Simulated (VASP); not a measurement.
# Ti (I4/mmm) in VASP: notebook, part 2 of 3

VASP 6.6.1. The steps go on from the part before.

**3. Single point, LDA (15.37 Å³/atom)**

The input, INCAR:

```
SYSTEM = Ti
  ALGO = Fast
  EDIFF = 1E-6
  ENCUT = 520
  GGA = CA
  ISIF = 2
  ISMEAR = 0
  LASPH = .TRUE.
  LCHARG = .TRUE.
  LELF = .TRUE.
  LREAL = .FALSE.
  LVHAR = .TRUE.
  LWAVE = .FALSE.
  NBANDS = 12
  NELM = 80
  PREC = Accurate
  SIGMA = 0.15
```

The input, KPOINTS:

```
k-points
0
G
  22 22 22
  0 0 0
```

The input, POSCAR:

```
Ti
1.0
    0.0000000000      2.2445418297      1.5256150816
    2.2445418297      0.0000000000      1.5256150816
    2.2445418297      2.2445418297      0.0000000000
Ti
1
Direct
    0.0000000000      0.0000000000      0.0000000000
```

Potentials or basis: VASP PAW LDA potentials, release 64 (Ti_sv).

The run is started by

```sh
> cat potpaw_LDA.64/Ti_sv/POTCAR > POTCAR
> mpirun -np 1 vasp_std > vasp.out
```

OUTCAR:

```text
SYSTEM = Ti
   EDIFF = 1E-6
   ENCUT = 520
   GGA = CA
   ISIF = 2
   ISMEAR = 0
   LASPH = .TRUE.
   LREAL = .FALSE.
   NELM = 80
   PREC = Accurate

 ion  position               nearest neighbor table
   1  0.000  0.000  0.000-

  LATTYP: Found a body centered tetragonal cell.
 ALAT       =     3.1742614969
 C/A-ratio  =     0.9612409583

  Lattice vectors:

 A1 = (   0.0000000000,  -2.2445418297,  -1.5256150816)
 A2 = (   0.0000000000,   2.2445418297,  -1.5256150816)
 A3 = (   2.2445418297,   0.0000000000,   1.5256150816)

Analysis of symmetry for initial positions (statically):
=====================================================================
 Subroutine PRICEL returns:
 Original cell was already a primitive cell.

 Routine SETGRP: Setting up the symmetry group for a
 body centered tetragonal supercell.

 Subroutine GETGRP returns: Found 16 space group operations
 (whereof 16 operations were pure point group operations)
 out of a pool of 16 trial point group operations.

The static configuration has the point symmetry D_4h.

Analysis of symmetry for dynamics (positions and initial velocities):
=====================================================================
 Subroutine PRICEL returns:
 Original cell was already a primitive cell.

 Routine SETGRP: Setting up the symmetry group for a
 body centered tetragonal supercell.

 Subroutine GETGRP returns: Found 16 space group operations
 (whereof 16 operations were pure point group operations)
 out of a pool of 16 trial point group operations.

The dynamic configuration has the point symmetry D_4h.

 Subroutine INISYM returns: Found 16 space group operations
 (whereof 16 operations are pure point group operations),
 and found     1 'primitive' translations

----------------------------------------------------------------------------------------

[... 115 lines left out ...]
   GGA     = CA    functional components
   LHFCALC =     F    Hartree Fock is set to
   AEXX    =    0.0000 exact exchange contribution
   IVDW    =     0    specifies the selected vdW correction
   LEPSILON=     F    determine dielectric tensor
   LRPA    =     F    only Hartree local field effects (RPA)
 non-spin polarized calculation
 RMM-DIIS sequential band-by-band and
 Gauss-broadening in eV      SIGMA  =   0.15
  energy-cutoff  :      520.00
  volume of cell :       15.37
 maximum number of plane-waves:       430
   NGX = 11   NGY = 11   NGZ = 11

 number of electron      11.9999998 magnetization

 Free energy of the ion-electron system (eV)
  ---------------------------------------------------
  ext. energy  EPLUGINS =         0.00000000
  ---------------------------------------------------
  free energy    TOTEN  =        -8.46798996 eV

  energy without entropy =       -8.44625554  energy(sigma->0) =       -8.45712275

 E-fermi :   9.1803     XC(G=0): -12.3755

 val. band max:        9.1787749378   @ k =  -0.2273   0.3636   0.3182
 cond. band min:       9.1806303774   @ k =   0.3636   0.0455   0.3182
 fundamental gap:      0.0018554396
 Fermi energy:         9.1802684962

 k-point     1 :       0.0000    0.0000    0.0000
  band No.  band energies     occupation
      1     -46.4470      2.00000
      2     -22.4906      2.00000
      3     -22.4906      2.00000
      4     -22.4895      2.00000
      5       3.0766      2.00000
      6      10.0080      0.00000
      7      10.3443      0.00000
      8      10.3443      0.00000
      9      12.0704      0.00000
     10      12.4698      0.00000
     11      27.2977      0.00000
     12      27.2977      0.00000
[... 331 lines left out ...]
 k-point    24 :      -0.4545    0.0455    0.0000
  band No.  band energies     occupation
      1     -46.2199      2.00000
      2     -23.4823      2.00000
      3     -22.8145      2.00000
      4     -22.5266      2.00000
      5       6.4587      2.00000
      6       8.5746      2.00000
      7      10.5265      0.00000
      8      12.2740      0.00000
      9      13.0351      0.00000
     10      14.0278      0.00000
     11      19.7986      0.00000
     12      23.5872      0.00000

 [... further k-points ...]

------------------------ aborting loop because EDIFF is reached ----------------------------------------

  FORCE on cell =-STRESS in cart. coord.  units (eV):
  Direction    XX          YY          ZZ          XY          YZ          ZX
  --------------------------------------------------------------------------------------
  -------------------------------------------------------------------------------------
  Total        0.3905581      0.3905581      0.3131073      0.0000000     -0.0000000     -0.0000000
  in kB       40.7066951     40.7066951     32.6342363      0.0000000     -0.0000000     -0.0000000
  external PRESSURE =      38.0158755 kB  Pullay stress =       0.0000000 kB

 VOLUME and BASIS-vectors are now :
 -----------------------------------------------------------------------------
  energy-cutoff  :      520.00
  volume of cell :       15.37
      direct lattice vectors                 reciprocal lattice vectors
     0.000000000  2.244541830  1.525615082    -0.222762612  0.222762612  0.327736666
     2.244541830  0.000000000  1.525615082     0.222762612 -0.222762612  0.327736666
     2.244541830  2.244541830  0.000000000     0.222762612  0.222762612 -0.327736666

 POSITION                                       TOTAL-FORCE (eV/Angst)
 -----------------------------------------------------------------------------------
      0.00000      0.00000      0.00000         0.000000     -0.000000      0.000000
 -----------------------------------------------------------------------------------
    total drift:                                0.000000     -0.000000     -0.000000

  FREE ENERGIE OF THE ION-ELECTRON SYSTEM (eV)
  ---------------------------------------------------
  free  energy   TOTEN  =        -8.4679899558 eV

  energy  without entropy=       -8.4462555433  energy(sigma->0) =       -8.45712275
```

OSZICAR:

```text
N       E                     dE             d eps       ncg     rms          rms(c)
DAV:   1     0.851235460079E+02    0.85124E+02   -0.65533E+03 20068   0.122E+03
DAV:   2    -0.522350889079E+01   -0.90347E+02   -0.87867E+02 20472   0.297E+02
DAV:   3    -0.921354088287E+01   -0.39900E+01   -0.39411E+01 26932   0.638E+01
[... 13 lines left out ...]
RMM:  17    -0.846798393078E+01   -0.13101E-05   -0.57876E-05 27441   0.630E-02    0.142E-02
RMM:  18    -0.846798658802E+01   -0.26572E-05   -0.31625E-05 22084   0.305E-02    0.521E-03
RMM:  19    -0.846798821190E+01   -0.16239E-05   -0.17272E-05 18883   0.194E-02    0.136E-03
RMM:  20    -0.846798915991E+01   -0.94801E-06   -0.10660E-05 16205   0.120E-02    0.990E-04
RMM:  21    -0.846798995580E+01   -0.79589E-06   -0.85068E-06 16372   0.870E-03
   1 F= -.84679900E+01 E0= -.84571227E+01  d E =-.217344E-01
```

stdout:

```text
POSCAR found type information on POSCAR Ti
 POSCAR found :  1 types and       1 ions
 scaLAPACK will be used
 LDA part: xc-table for (Slater(with rela. corr.)+CA(PZ))
 , standard interpolation
 POSCAR, INCAR and KPOINTS ok, starting setup
 FFT: planning ... GRIDC
 FFT: planning ... GRID_SOFT
 FFT: planning ... GRID
 WAVECAR not read
 entering main loop
WARNING in EDDRMM: call to ZHEGV failed, returncode =   8  4     10
WARNING in EDDRMM: call to ZHEGV failed, returncode =   8  4      5
WARNING in EDDRMM: call to ZHEGV failed, returncode =   8  4      5
WARNING in EDDRMM: call to ZHEGV failed, returncode =   6  3     10
WARNING in EDDRMM: call to ZHEGV failed, returncode =   6  3     12
WARNING in EDDRMM: call to ZHEGV failed, returncode =   6  3      9
WARNING in EDDRMM: call to ZHEGV failed, returncode =   6  3      6
WARNING in EDDRMM: call to ZHEGV failed, returncode =   6  3     10
WARNING in EDDRMM: call to ZHEGV failed, returncode =   6  3      8
WARNING in EDDRMM: call to ZHEGV failed, returncode =   6  3     12
WARNING in EDDRMM: call to ZHEGV failed, returncode =   6  3      5
```

It took 3 min on 1 thread of Intel Xeon Platinum 8375C at 2.90GHz (Ice Lake), shared host; peak memory 0.25 GiB.

What came out:

* Free energy: -8.4680 eV
* Pressure: 3.8 GPa
* Band gap on the k mesh: zero (bands 6 and 7 overlap by 1.75 eV)

Caveat: the cell stands under pressure.

**4. Single point, LDA (16.01 Å³/atom)**

This run uses another cell than the first one, of 16.01 Å³/atom.

The input, INCAR:

```
SYSTEM = Ti
PREC = Accurate
ENCUT = 520
EDIFF = 1E-6
ISMEAR = 0
SIGMA = 0.15
LREAL = .FALSE.
LASPH = .TRUE.
NELM = 100
ALGO = Fast
ISIF = 2
LWAVE = .FALSE.
LCHARG = .FALSE.
NBANDS = 12
```

The input, KPOINTS:

```
Automatic mesh
0
G
  22 22 22
  0 0 0
```

The input, POSCAR:

```
Ti
1.0
    0.0000000000      2.2174547549      1.6282770265
    2.2174547549      0.0000000000      1.6282770265
    2.2174547549      2.2174547549      0.0000000000
Ti
1
Direct
    0.0000000000      0.0000000000      0.0000000000
```

Potentials or basis: VASP PAW LDA potentials, release 64 (Ti_sv).

The run is started by

```sh
> cat potpaw_LDA.64/Ti_sv/POTCAR > POTCAR
> mpirun -np 1 vasp_std > vasp.out
```

OUTCAR:

```text
SYSTEM = Ti
   PREC = Accurate
   ENCUT = 520
   EDIFF = 1E-6
   ISMEAR = 0
   LREAL = .FALSE.
   LASPH = .TRUE.
   NELM = 100
   ISIF = 2

 ion  position               nearest neighbor table
   1  0.000  0.000  0.000-

  LATTYP: Found a body centered tetragonal cell.
 ALAT       =     3.1359545883
 C/A-ratio  =     1.0384570188

  Lattice vectors:

 A1 = (   0.0000000000,  -2.2174547549,  -1.6282770265)
 A2 = (   0.0000000000,   2.2174547549,  -1.6282770265)
 A3 = (   2.2174547549,   0.0000000000,   1.6282770265)

Analysis of symmetry for initial positions (statically):
=====================================================================
 Subroutine PRICEL returns:
 Original cell was already a primitive cell.

 Routine SETGRP: Setting up the symmetry group for a
 body centered tetragonal supercell.

 Subroutine GETGRP returns: Found 16 space group operations
 (whereof 16 operations were pure point group operations)
 out of a pool of 16 trial point group operations.

The static configuration has the point symmetry D_4h.

Analysis of symmetry for dynamics (positions and initial velocities):
=====================================================================
[... 170 lines left out ...]
      5       2.6851      2.00000
      6       9.6437      0.00000
      7       9.6437      0.00000
      8       9.9309      0.00000
      9      11.5123      0.00000
     10      11.8495      0.00000
     11      26.3447      0.00000
     12      27.0325      0.00000
[... 331 lines left out ...]
 k-point    24 :      -0.4545    0.0455    0.0000
  band No.  band energies     occupation
      1     -46.7827      2.00000
      2     -23.9659      2.00000
      3     -23.3544      2.00000
      4     -23.1004      2.00000
      5       6.1137      2.00000
      6       8.4030      1.99704
      7       9.7781      0.00000
      8      11.4616      0.00000
      9      12.3037      0.00000
     10      13.2950      0.00000
     11      18.5786      0.00000
     12      23.0828      0.00000

 [... further k-points ...]

------------------------ aborting loop because EDIFF is reached ----------------------------------------

  FORCE on cell =-STRESS in cart. coord.  units (eV):
  Direction    XX          YY          ZZ          XY          YZ          ZX
  --------------------------------------------------------------------------------------
  -------------------------------------------------------------------------------------
  Total       -0.1109508     -0.1109508     -0.0665379      0.0000000     -0.0000000      0.0000000
  in kB      -11.1012858    -11.1012858     -6.6575123      0.0000000     -0.0000000      0.0000000
  external PRESSURE =      -9.6200279 kB  Pullay stress =       0.0000000 kB

 VOLUME and BASIS-vectors are now :
 -----------------------------------------------------------------------------
  energy-cutoff  :      520.00
  volume of cell :       16.01
      direct lattice vectors                 reciprocal lattice vectors
     0.000000000  2.217454755  1.628277026    -0.225483744  0.225483744  0.307073054
     2.217454755  0.000000000  1.628277026     0.225483744 -0.225483744  0.307073054
     2.217454755  2.217454755  0.000000000     0.225483744  0.225483744 -0.307073054

 POSITION                                       TOTAL-FORCE (eV/Angst)
 -----------------------------------------------------------------------------------
      0.00000      0.00000      0.00000         0.000000      0.000000      0.000000
 -----------------------------------------------------------------------------------
    total drift:                               -0.000000     -0.000000      0.000000

  FREE ENERGIE OF THE ION-ELECTRON SYSTEM (eV)
  ---------------------------------------------------
  free  energy   TOTEN  =        -8.4727398731 eV

  energy  without entropy=       -8.4496198063  energy(sigma->0) =       -8.46117984
```

OSZICAR:

```text
N       E                     dE             d eps       ncg     rms          rms(c)
DAV:   1     0.854175174199E+02    0.85418E+02   -0.65572E+03 20084   0.122E+03
DAV:   2    -0.525736008005E+01   -0.90675E+02   -0.88269E+02 20500   0.298E+02
DAV:   3    -0.929357785976E+01   -0.40362E+01   -0.39903E+01 27208   0.638E+01
DAV:   4    -0.938304249303E+01   -0.89465E-01   -0.89376E-01 22472   0.830E+00
[... 11 lines left out ...]
RMM:  16    -0.847278288736E+01   -0.29516E-05   -0.79978E-05 25058   0.405E-02    0.250E-01
RMM:  17    -0.847273857420E+01    0.44313E-04   -0.15420E-04 29543   0.125E-01    0.158E-01
RMM:  18    -0.847273472959E+01    0.38446E-05   -0.30622E-04 33222   0.187E-01    0.269E-02
RMM:  19    -0.847273918099E+01   -0.44514E-05   -0.35784E-05 25499   0.602E-02    0.121E-02
RMM:  20    -0.847273987314E+01   -0.69214E-06   -0.78766E-06 18992   0.174E-02
   1 F= -.84727399E+01 E0= -.84611798E+01  d E =-.231201E-01
```

stdout:

```text
POSCAR found type information on POSCAR Ti
 POSCAR found :  1 types and       1 ions
 scaLAPACK will be used
 LDA part: xc-table for (Slater(with rela. corr.)+CA(PZ))
 , standard interpolation
 POSCAR, INCAR and KPOINTS ok, starting setup
 FFT: planning ... GRIDC
 FFT: planning ... GRID_SOFT
 FFT: planning ... GRID
 WAVECAR not read
 entering main loop
WARNING in EDDRMM: call to ZHEGV failed, returncode =   6  3      5
WARNING in EDDRMM: call to ZHEGV failed, returncode =   6  3      6
WARNING in EDDRMM: call to ZHEGV failed, returncode =   6  3     10
```

Wall time 2.8 min (1 thread of Intel Xeon Platinum 8375C at 2.90GHz (Ice Lake), shared host); peak memory 0.26 GiB.

What came out:

```yaml
Free_energy: -8.4727 eV
Pressure: -1.0 GPa
Band_gap_on_the_k_mesh: zero (bands 6 and 7 overlap by 1.62 eV)
```

**5. Single point, LDA (16.01 Å³/atom)**

This run uses another cell than the first one, of 16.01 Å³/atom.

The input, INCAR:

```
  ALGO = Fast
  EDIFF = 1E-6
  ENCUT = 520
  GGA = CA
  ISIF = 2
  ISMEAR = 0
  LASPH = True
  LCHARG = False
  LREAL = False
  LWAVE = False
  NBANDS = 12
  NELM = 80
  PREC = Accurate
  SIGMA = 0.15
```

The input, KPOINTS:

```
k-points
0
Gamma
  22 22 22
```

The input, POSCAR:

```
Ti
1.0
    0.0000000000      2.2753079625      1.5465268221
    2.2753079625      0.0000000000      1.5465268221
    2.2753079625      2.2753079625      0.0000000000
Ti
1
Direct
    0.0000000000      0.0000000000      0.0000000000
```

Potentials or basis: VASP PAW LDA potentials, release 64 (Ti_sv).

The run is started by

```sh
> cat potpaw_LDA.64/Ti_sv/POTCAR > POTCAR
> mpirun -np 1 vasp_std > vasp.out
```

OUTCAR:

```text
EDIFF = 1E-6
   ENCUT = 520
   GGA = CA
   ISIF = 2
   ISMEAR = 0
   LASPH = True
   LREAL = False
   NELM = 80
   PREC = Accurate

 ion  position               nearest neighbor table
   1  0.000  0.000  0.000-

  LATTYP: Found a body centered tetragonal cell.
 ALAT       =     3.2177713791
 C/A-ratio  =     0.9612409583

  Lattice vectors:

 A1 = (   0.0000000000,  -2.2753079625,  -1.5465268221)
 A2 = (   0.0000000000,   2.2753079625,  -1.5465268221)
 A3 = (   2.2753079625,   0.0000000000,   1.5465268221)

[... 539 lines left out ...]

 [... further k-points ...]

------------------------ aborting loop because EDIFF is reached ----------------------------------------

  FORCE on cell =-STRESS in cart. coord.  units (eV):
  Direction    XX          YY          ZZ          XY          YZ          ZX
  --------------------------------------------------------------------------------------
  -------------------------------------------------------------------------------------
  Total       -0.0502561     -0.0502561     -0.1394442      0.0000000      0.0000000      0.0000000
  in kB       -5.0284192     -5.0284192    -13.9522196      0.0000000      0.0000000      0.0000000
  external PRESSURE =      -8.0030193 kB  Pullay stress =       0.0000000 kB

 VOLUME and BASIS-vectors are now :
 -----------------------------------------------------------------------------
  energy-cutoff  :      520.00
  volume of cell :       16.01
      direct lattice vectors                 reciprocal lattice vectors
     0.000000000  2.275307962  1.546526822    -0.219750473  0.219750473  0.323305094
     2.275307962  0.000000000  1.546526822     0.219750473 -0.219750473  0.323305094
     2.275307962  2.275307962  0.000000000     0.219750473  0.219750473 -0.323305094

 POSITION                                       TOTAL-FORCE (eV/Angst)
 -----------------------------------------------------------------------------------
      0.00000      0.00000      0.00000        -0.000000      0.000000      0.000000
 -----------------------------------------------------------------------------------
    total drift:                                0.000000     -0.000000      0.000000

  FREE ENERGIE OF THE ION-ELECTRON SYSTEM (eV)
  ---------------------------------------------------
  free  energy   TOTEN  =        -8.4731982712 eV

  energy  without entropy=       -8.4501232072  energy(sigma->0) =       -8.46166074
```

OSZICAR:

```text
N       E                     dE             d eps       ncg     rms          rms(c)
DAV:   1     0.852883633797E+02    0.85288E+02   -0.65607E+03 20096   0.122E+03
DAV:   2    -0.526982017299E+01   -0.90558E+02   -0.88155E+02 20476   0.297E+02
DAV:   3    -0.929439373617E+01   -0.40246E+01   -0.39777E+01 27344   0.637E+01
DAV:   4    -0.938346013488E+01   -0.89066E-01   -0.88978E-01 22392   0.827E+00
[... 11 lines left out ...]
RMM:  16    -0.847325048292E+01   -0.32379E-05   -0.81898E-05 25142   0.405E-02    0.272E-01
RMM:  17    -0.847319882725E+01    0.51656E-04   -0.15699E-04 29457   0.125E-01    0.179E-01
RMM:  18    -0.847319226411E+01    0.65631E-05   -0.41634E-04 34176   0.216E-01    0.237E-02
RMM:  19    -0.847319787511E+01   -0.56110E-05   -0.44434E-05 26339   0.678E-02    0.214E-02
RMM:  20    -0.847319827119E+01   -0.39608E-06   -0.81075E-06 19127   0.174E-02
   1 F= -.84731983E+01 E0= -.84616607E+01  d E =-.230751E-01
```

stdout:

```text
POSCAR found type information on POSCAR Ti
 POSCAR found :  1 types and       1 ions
 scaLAPACK will be used
 LDA part: xc-table for (Slater(with rela. corr.)+CA(PZ))
 , standard interpolation
 POSCAR, INCAR and KPOINTS ok, starting setup
 FFT: planning ... GRIDC
 FFT: planning ... GRID_SOFT
 FFT: planning ... GRID
 WAVECAR not read
 entering main loop
WARNING in EDDRMM: call to ZHEGV failed, returncode =   6  3      5
WARNING in EDDRMM: call to ZHEGV failed, returncode =   6  3      9
WARNING in EDDRMM: call to ZHEGV failed, returncode =   8  4     12
WARNING in EDDRMM: call to ZHEGV failed, returncode =   6  3      5
WARNING in EDDRMM: call to ZHEGV failed, returncode =   8  4     10
WARNING in EDDRMM: call to ZHEGV failed, returncode =   8  4      5
```

It took 2.4 min on 1 thread of Intel Xeon Platinum 8375C at 2.90GHz (Ice Lake), shared host; peak memory 0.26 GiB.

Results:

```yaml
Free_energy: -8.4732 eV
Pressure: -0.8 GPa
Band_gap_on_the_k_mesh: zero (bands 6 and 7 overlap by 1.70 eV)
```

Levels at points of the mesh, in eV from the Fermi level:
| k point | band 2 | band 3 | band 4 | band 5 | band 6 | band 7 | band 8 | band 9 | band 10 | band 11 |
| --- | --- | --- | --- | --- | --- | --- | --- | --- | --- | --- |
| (0.00, 0.00, 0.00) | -31.80 | -31.80 | -31.80 | -6.03 | 0.81 | 1.13 | 1.13 | 2.77 | 3.15 | 17.83 |
| (0.50, 0.00, 0.00) | -32.70 | -32.09 | -31.82 | -2.66 | -0.65 | 1.62 | 3.01 | 3.49 | 4.72 | 9.83 |
| (0.50, 0.50, 0.00) | -32.44 | -32.44 | -32.37 | -2.45 | -2.34 | 4.29 | 4.29 | 4.37 | 8.70 | 8.70 |
| (0.50, 0.00, 0.50) | -32.71 | -32.06 | -31.80 | -2.65 | -0.27 | 1.32 | 2.73 | 3.25 | 4.68 | 9.52 |

(Continued in part 3 of 3.)
